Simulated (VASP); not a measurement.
MnO, 2 atoms in the cell. The structure is cubic, space group F-43m (No. 216). The conventional cell has a = 4.762 Å, b = 4.762 Å, c = 4.762 Å, α = 90.00°, β = 90.00°, γ = 90.00°. Mn (site symmetry -43m) has 4 O at 2.06 Å within 2.7 Å. Within 2.7 Å of O (site symmetry -43m) lie 4 Mn at 2.06 Å. 

* Program: VASP 6.6.1
* Task: single point
* Functional: PBE
* Potentials or basis: VASP PAW PBE potentials, release 64 (Mn_pv, O)
* Cutoff: 600 eV
* k mesh: 7 × 7 × 7
* Occupations: tetrahedron
* Spin: collinear spin, ferromagnetic start
* Starting moments: [3.9, 0.0] μB
* Dipole correction: no
* Further INCAR settings: ALGO = Normal; EDIFF = 1e-06; NBANDS = 20

Potentials or basis: VASP PAW PBE potentials, release 64 (Mn_pv, O).

The run is started by

```sh
$ cat potpaw_PBE.64/Mn_pv/POTCAR potpaw_PBE.64/O/POTCAR > POTCAR
$ mpirun -np 1 vasp_std > vasp.out
```

Hardware: 1 thread of Intel(R) Xeon(R) 6975P-C (Granite Rapids) (shared host).

Question: How long does it take, and how much memory?

Answer: Wall time 14 s on 1 thread of Intel(R) Xeon(R) 6975P-C (Granite Rapids), with other jobs on the host, peak memory 0.18 GiB. Counts: scf iterations 15, k points 20.
